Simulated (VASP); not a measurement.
AlN, 4 atoms in the cell. It takes space group Cm (No. 8, monoclinic). The conventional cell has a = 5.739 Å, b = 3.313 Å, c = 4.188 Å, α = 90.00°, β = 90.00°, γ = 90.00°. Within 2.3 Å of Al (site symmetry m) lie 4 N at 1.72 to 1.98 Å. Al (site symmetry m) has 4 N at 1.72 to 2.01 Å within 2.3 Å. N (site symmetry m) has 4 Al at 1.72 to 2.01 Å within 2.3 Å. Within 2.3 Å of N (site symmetry m) lie 4 Al at 1.72 to 1.98 Å.  This cell differs from its parent crystal: mode 4 frozen in at -0.246 Å and mode 10 at -0.040 Å (largest displacements).

```yaml
Program: VASP 6.6.1
Task: single point
Functional: PBE
Potentials_or_basis: VASP PAW PBE potentials, release 64 (Al, N)
Cutoff: 520 eV
k_mesh: 9 × 9 × 6
Occupations: gaussian, width 0.05 eV
Spin: no spin polarisation
Dipole_correction: no
Further_INCAR_settings: ALGO = Normal; EDIFF = 1e-06; NBANDS = 16
```

Potentials or basis: VASP PAW PBE potentials, release 64 (Al, N).

Launch:

```bash
$ cat potpaw_PBE.64/Al/POTCAR potpaw_PBE.64/N/POTCAR > POTCAR
$ mpirun -np 1 vasp_std > vasp.out
```

Hardware: 1 thread of Intel(R) Xeon(R) Platinum 8559C (Emerald Rapids) (shared host).

**Question.** Estimate the wall time of this run.

**Answer.** It took 39 s on 1 thread of Intel(R) Xeon(R) Platinum 8559C (Emerald Rapids) (shared host), peak memory 0.21 GiB. Counts: scf iterations 13, k points 140.
